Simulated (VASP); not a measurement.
# SiC (P6_3mc) in VASP: relaxation of the atoms with r2SCAN

Aim: the relaxation of the atoms of SiC with r2SCAN.

Everything below comes from runs of VASP 6.6.1. Logs are shortened: lines on timing, memory, paths and dates and some standing lists are left out, and cuts for length are marked.

### Step 1. The cell of the first run

The structure is hexagonal, space group P6_3mc (No. 186). Conventional cell: a = 3.136 Å, b = 3.136 Å, c = 5.148 Å, α = 90.00°, β = 90.00°, γ = 120.00°. Si (site symmetry 3m) has 4 C at 1.92 to 1.93 Å within 2.5 Å. C (site symmetry 3m) has 4 Si at 1.92 to 1.93 Å within 2.5 Å.

### Step 2. Relaxation of the atoms, r2SCAN

Contents of POSCAR:

```
SiC
1.0
    3.1358314800      0.0000000000      0.0000000000
   -1.5679157400      2.7157097200      0.0000000000
    0.0000000000      0.0000000000      5.1476383900
Si C
2 2
Direct
    0.3333333300      0.6666666700      0.0046022700
    0.6666666700      0.3333333300      0.5046022700
    0.3333333300      0.6666666700      0.3803977300
    0.6666666700      0.3333333300      0.8803977300
```

Contents of INCAR.step1:

```
ALGO     = Normal         # electronic algorithm
EDIFF    = 1E-4           # SCF threshold, eV
ENCUT    = 520            # plane-wave cutoff, eV
GGA      = PE             # functional
ISMEAR   = -1             # smearing method
LASPH    = True           # aspherical terms in the spheres
LCHARG   = False          # write CHGCAR
LREAL    = False          # projectors in reciprocal space
LWAVE    = True           # write WAVECAR
NELM     = 60             # most SCF steps
PREC     = Accurate       # precision mode
SIGMA    = 0.02           # smearing width, eV
```

Contents of INCAR.step2:

```
ALGO     = Normal         # electronic algorithm
EDIFF    = 1E-6           # SCF threshold, eV
EDIFFG   = -0.01          # ionic threshold
ENCUT    = 520            # plane-wave cutoff, eV
IBRION   = 2              # ionic algorithm
ISIF     = 2              # what is computed and relaxed
ISMEAR   = -1             # smearing method
ISTART   = 1            
LASPH    = True           # aspherical terms in the spheres
LCHARG   = False          # write CHGCAR
LMIXTAU  = True         
LREAL    = False          # projectors in reciprocal space
LWAVE    = False          # write WAVECAR
METAGGA  = R2SCAN         # meta-GGA
NELM     = 60             # most SCF steps
NSW      = 50             # ionic steps
PREC     = Accurate       # precision mode
SIGMA    = 0.02           # smearing width, eV
```

Contents of KPOINTS:

```
k-points
0
Gamma
  12 12 6
```

Potentials or basis: VASP PAW PBE potentials, release 64 (Si, C).

Command:

```
$ cat potpaw_PBE.64/Si/POTCAR potpaw_PBE.64/C/POTCAR > POTCAR
$ cp INCAR.step1 INCAR
$ mpirun -np 1 vasp_std > vasp.out
$ cp INCAR.step2 INCAR
$ mpirun -np 1 vasp_std > vasp.out
```

OUTCAR:

```text
EDIFF = 1E-6
   EDIFFG = -0.01
   ENCUT = 520
   IBRION = 2
   ISIF = 2
   ISMEAR = -1
   ISTART = 1
   LASPH = True
   LREAL = False
   METAGGA = R2SCAN
   NELM = 60
   NSW = 50
   PREC = Accurate

 ion  position               nearest neighbor table
   1  0.333  0.667  0.005-   4 1.92   4 1.92   4 1.92   3 1.93   2 3.15   2 3.15   2 3.15   2 3.15
                             2 3.15   2 3.15
   2  0.667  0.333  0.505-   3 1.92   3 1.92   3 1.92   4 1.93   1 3.15   1 3.15   1 3.15   1 3.15
                             1 3.15   1 3.15
   3  0.333  0.667  0.380-   2 1.92   2 1.92   2 1.92   1 1.93
   4  0.667  0.333  0.880-   1 1.92   1 1.92   1 1.92   2 1.93

  LATTYP: Found a hexagonal cell.
 ALAT       =     3.1358314800
 C/A-ratio  =     1.6415545360

  Lattice vectors:

 A1 = (   3.1358314800,   0.0000000000,   0.0000000000)
 A2 = (  -1.5679157400,   2.7157097200,   0.0000000000)
 A3 = (   0.0000000000,   0.0000000000,   5.1476383900)

Analysis of symmetry for initial positions (statically):
=====================================================================
 Subroutine PRICEL returns:
 Original cell was already a primitive cell.

 Routine SETGRP: Setting up the symmetry group for a
 hexagonal supercell.

 Subroutine GETGRP returns: Found 12 space group operations
 (whereof  6 operations were pure point group operations)
 out of a pool of 24 trial point group operations.

The static configuration has the point symmetry C_3v.
 The point group associated with its full space group is C_6v.

Analysis of symmetry for dynamics (positions and initial velocities):
=====================================================================
 Subroutine PRICEL returns:
 Original cell was already a primitive cell.

 Routine SETGRP: Setting up the symmetry group for a
 hexagonal supercell.

 Subroutine GETGRP returns: Found 12 space group operations
 (whereof  6 operations were pure point group operations)
 out of a pool of 24 trial point group operations.

The dynamic configuration has the point symmetry C_3v.
 The point group associated with its full space group is C_6v.

 Subroutine INISYM returns: Found 12 space group operations
 (whereof  6 operations are pure point group operations),
 and found     1 'primitive' translations

----------------------------------------------------------------------------------------

                                     Primitive cell

  volume of cell :      43.8373

  direct lattice vectors                    reciprocal lattice vectors
     3.135831480  0.000000000  0.000000000     0.318894688  0.184113934  0.000000000
    -1.567915740  2.715709720  0.000000000     0.000000000  0.368227868  0.000000000
     0.000000000  0.000000000  5.147638390     0.000000000  0.000000000  0.194263840

  length of vectors
     3.135831480  3.135831477  5.147638390     0.368227868  0.368227868  0.194263840

  position of ions in fractional coordinates (direct lattice)
     0.333333330  0.666666670  0.004602270
     0.666666670  0.333333330  0.504602270
     0.333333330  0.666666670  0.380397730
     0.666666670  0.333333330  0.880397730

  ion indices of the primitive-cell ions
   primitive index   ion index
                 1           1
                 2           2
                 3           3
                 4           4

----------------------------------------------------------------------------------------

 KPOINTS: k-points

Automatic generation of k-mesh.
 Grid dimensions read from file:
 generate k-points for:   12   12    6

 Generating k-lattice:

  Cartesian coordinates                     Fractional coordinates (reciprocal lattice)
     0.026574557  0.015342828  0.000000000     0.083333333  0.000000000  0.000000000
[... 79 lines left out ...]
     AMIX_MAG =   1.60;   BMIX_MAG =  1.00
  volume/ion in A,a.u.               =      10.96        73.96
  Fermi-wavevector in a.u.,A,eV,Ry     =   1.169949  2.210882 18.623380  1.368780
  Thomas-Fermi vector in A             =   2.306414
   LORBIT       =      0    0 simple, 1 ext, 2 COOP (PROOUT), +10 PAW based schemes
   METAGGA = R2SCAN    functional components
   LHFCALC =     F    Hartree Fock is set to
   AEXX    =    0.0000 exact exchange contribution
   IVDW    =     0    specifies the selected vdW correction
   LEPSILON=     F    determine dielectric tensor
   LRPA    =     F    only Hartree local field effects (RPA)
 conjugate gradient relaxation of ions
 non-spin polarized calculation
  energy-cutoff  :      520.00
  volume of cell :       43.84
 maximum number of plane-waves:      1200
 NGX is ok and might be reduce to    24
   NGX = 11   NGY = 11   NGZ = 19

--------------------------------------- Ionic step        1  -------------------------------------------

 number of electron      16.0000002 magnetization

 Free energy of the ion-electron system (eV)
  ---------------------------------------------------
  ext. energy  EPLUGINS =         0.00000000
  ---------------------------------------------------
  free energy    TOTEN  =       -38.53943359 eV

  energy without entropy =      -38.53943359  energy(sigma->0) =      -38.53943359

------------------------ aborting loop because EDIFF is reached ----------------------------------------

  FORCE on cell =-STRESS in cart. coord.  units (eV):
  Direction    XX          YY          ZZ          XY          YZ          ZX
  --------------------------------------------------------------------------------------
  -------------------------------------------------------------------------------------
  Total       -3.3180550     -3.3180550     -3.2281120      0.0000000      0.0000000      0.0000000
  in kB     -121.2690759   -121.2690755   -117.9818165      0.0000000      0.0000000      0.0000000
  external PRESSURE =    -120.1733226 kB  Pullay stress =       0.0000000 kB

 VOLUME and BASIS-vectors are now :
 -----------------------------------------------------------------------------
  energy-cutoff  :      520.00
  volume of cell :       43.84
      direct lattice vectors                 reciprocal lattice vectors
     3.135831480  0.000000000  0.000000000     0.318894688  0.184113934  0.000000000
    -1.567915740  2.715709720  0.000000000     0.000000000  0.368227868  0.000000000
     0.000000000  0.000000000  5.147638390     0.000000000  0.000000000  0.194263840

 POSITION                                       TOTAL-FORCE (eV/Angst)
 -----------------------------------------------------------------------------------
     -0.00000      1.81047      0.02369        -0.000000      0.000000     -0.010301
      1.56792      0.90524      2.59751         0.000000      0.000000     -0.010301
     -0.00000      1.81047      1.95815        -0.000000      0.000000      0.010301
      1.56792      0.90524      4.53197         0.000000     -0.000000      0.010301
 -----------------------------------------------------------------------------------
    total drift:                               -0.000004      0.000003      0.000260

  FREE ENERGIE OF THE ION-ELECTRON SYSTEM (eV)
  ---------------------------------------------------
  free  energy   TOTEN  =       -38.5394335886 eV

  energy  without entropy=      -38.5394335886  energy(sigma->0) =      -38.53943359

--------------------------------------- Ionic step        2  -------------------------------------------

 number of electron      16.0000002 magnetization

 Free energy of the ion-electron system (eV)
  ---------------------------------------------------
  ext. energy  EPLUGINS =         0.00000000
  ---------------------------------------------------
  free energy    TOTEN  =       -38.53943103 eV

  energy without entropy =      -38.53943103  energy(sigma->0) =      -38.53943103

 E-fermi :   7.9019     XC(G=0): -11.6691

 val. band max:        7.4952952565   @ k =   0.0000   0.0000   0.0000
 cond. band min:      10.2422542171   @ k =   0.3333   0.3333   0.0000
 fundamental gap:      2.7469589606
 Fermi energy:         7.9018658266

 k-point     1 :       0.0000    0.0000    0.0000
  band No.  band energies     occupation
      1      -8.3904      2.00000
      2      -4.9782      2.00000
      3      -1.1630      2.00000
      4       6.1401      2.00000
      5       6.1401      2.00000
      6       7.3926      2.00000
      7       7.4953      2.00000
      8       7.4953      2.00000
      9      12.3545      0.00000
     10      13.6050      0.00000
     11      14.3215      0.00000
     12      14.3215      0.00000
[... 331 lines left out ...]
 k-point    24 :       0.3333    0.0000    0.1667
  band No.  band energies     occupation
      1      -6.4499      2.00000
      2      -4.0219      2.00000
      3       0.0663      2.00000
      4       1.9044      2.00000
      5       2.5986      2.00000
      6       4.6145      2.00000
      7       5.8880      2.00000
      8       6.3572      2.00000
      9      11.1746      0.00000
     10      12.3171      0.00000
     11      14.4992      0.00000
     12      15.5853      0.00000

 [... further k-points ...]

------------------------ aborting loop because EDIFF is reached ----------------------------------------

  FORCE on cell =-STRESS in cart. coord.  units (eV):
  Direction    XX          YY          ZZ          XY          YZ          ZX
  --------------------------------------------------------------------------------------
  -------------------------------------------------------------------------------------
  Total       -3.3131261     -3.3131261     -3.2394241      0.0000000      0.0000000      0.0000000
  in kB     -121.0889350   -121.0889347   -118.3952568      0.0000000      0.0000000      0.0000000
  external PRESSURE =    -120.1910422 kB  Pullay stress =       0.0000000 kB

 VOLUME and BASIS-vectors are now :
 -----------------------------------------------------------------------------
  energy-cutoff  :      520.00
  volume of cell :       43.84
      direct lattice vectors                 reciprocal lattice vectors
     3.135831480  0.000000000  0.000000000     0.318894688  0.184113934  0.000000000
    -1.567915740  2.715709720  0.000000000     0.000000000  0.368227868  0.000000000
     0.000000000  0.000000000  5.147638390     0.000000000  0.000000000  0.194263840

 POSITION                                       TOTAL-FORCE (eV/Angst)
 -----------------------------------------------------------------------------------
     -0.00000      1.81047      0.02319         0.000000     -0.000000      0.005453
      1.56792      0.90524      2.59701        -0.000000      0.000000      0.005453
     -0.00000      1.81047      1.95865         0.000000     -0.000000     -0.005453
      1.56792      0.90524      4.53247        -0.000000      0.000000     -0.005453
 -----------------------------------------------------------------------------------
    total drift:                               -0.000004      0.000003      0.001235

  FREE ENERGIE OF THE ION-ELECTRON SYSTEM (eV)
  ---------------------------------------------------
  free  energy   TOTEN  =       -38.5394310268 eV

  energy  without entropy=      -38.5394310268  energy(sigma->0) =      -38.53943103

 reached required accuracy - stopping structural energy minimisation
```

Wall time 2.1 min (1 thread of Intel Xeon 8259CL, shared host); peak memory 0.18 GiB.

What came out:

* Free energy: -38.5394 eV
* Ionic steps: 2
* Pressure after relaxing: -12.0 GPa
* Largest force after relaxing: 0.005 eV/Å
* Band gap on the k mesh: 2.75 eV (least direct gap 4.35 eV)

Forces on the atoms (eV/Å):
```
Si   0.000  0.000  0.005
Si   0.000  0.000  0.005
C    0.000  0.000 -0.005
C    0.000  0.000 -0.005
```

Final structure:
```
CELL_PARAMETERS angstrom
3.13583 0.00000 0.00000
-1.56792 2.71571 0.00000
0.00000 0.00000 5.14764
ATOMIC_POSITIONS crystal
Si 0.33333 0.66667 0.00451
Si 0.66667 0.33333 0.50451
C 0.33333 0.66667 0.38049
C 0.66667 0.33333 0.88049
```

Caveat: the PAW data sets were made with another functional, which shifts forces and pressure a little. r2SCAN opens gaps a little over a GGA but as a rule still falls short of measured ones.
